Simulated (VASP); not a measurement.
A run of VASP 6.6.1 is set up as follows.

File INCAR:

```
PREC     = Accurate       # precision mode
ENCUT    = 520            # plane-wave cutoff, eV
EDIFF    = 1E-6           # SCF threshold, eV
ISMEAR   = -1             # smearing method
SIGMA    = 0.08           # smearing width, eV
LREAL    = False          # projectors in reciprocal space
LASPH    = True           # aspherical terms in the spheres
NELM     = 60             # most SCF steps
ALGO     = Normal         # electronic algorithm
ISIF     = 2              # what is computed and relaxed
LWAVE    = False          # write WAVECAR
LCHARG   = False          # write CHGCAR
GGA      = PS             # functional
NBANDS   = 10             # bands
```

Contents of KPOINTS:

```
regular mesh
0
Gamma
  15 15 8
```

The input POSCAR:

```
Li
1.0
    3.0176720870      0.0000000000      0.0000000000
   -1.5088360435      2.6133806877      0.0000000000
    0.0000000000      0.0000000000      5.0930000000
Li
2
Direct
    0.3333333333      0.6666666667      0.2500000000
    0.6666666667      0.3333333333      0.7500000000
```

Potentials or basis: VASP PAW PBE potentials, release 64 (Li_sv).

Command:

```sh
$ cat potpaw_PBE.64/Li_sv/POTCAR > POTCAR
$ mpirun -np 1 vasp_std > vasp.out
```

(1) What does it give for the band gap on the k mesh?

Results:

(1) zero (band 3 reaches 2.92 eV, above the bottom of band 4 at -1.85 eV).

Caveat: the cell differs from its parent crystal (equal xx and yy strain of -3 %).
